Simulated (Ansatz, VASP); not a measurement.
# One calculation of LiF, two programs

```
Li F
1.0
     3.06194    0.00000    0.00000
    -1.53097    2.65172    0.00000
     0.00000    0.00000    5.10885
Li F
2 2
Direct
  0.33333 0.66667 0.40147
  0.66667 0.33333 0.90147
  0.33333 0.66667 0.99393
  0.66667 0.33333 0.49393
```

Alike in both runs: task single point; functional PBE; k mesh 9 × 9 × 6; occupations gaussian, width 0.05 eV; no spin polarisation.

```csv
,VASP,Ansatz
version,VASP 6.6.1,Ansatz 0.2.0
potentials or method,"VASP PAW PBE potentials, release 64 (Li_sv, F), cutoff 520 eV","scalar-relativistic, plane waves, PAW"
valence electrons in the cell,20,20
```

Ansatz gave:

```
gap on the k mesh at the Fermi level (eV) : 7.56
least direct gap on the mesh (eV)         : 7.56
rms of the force components (eV/Å)        : 0.164
```

Question: Which values does VASP return?

Answer: gap on the k mesh at the Fermi level (eV): 7.54; least direct gap on the mesh (eV): 7.54; rms of the force components (eV/Å): 0.173.

Atom by atom the forces differ by 0.009 eV/Å (rms over components). The functional is the same, so the differences come from potentials, cutoffs and numerics.

Noted on VASP's run: the cutoff is under 1.25 times that of the potentials, so the pressure is a little rough.
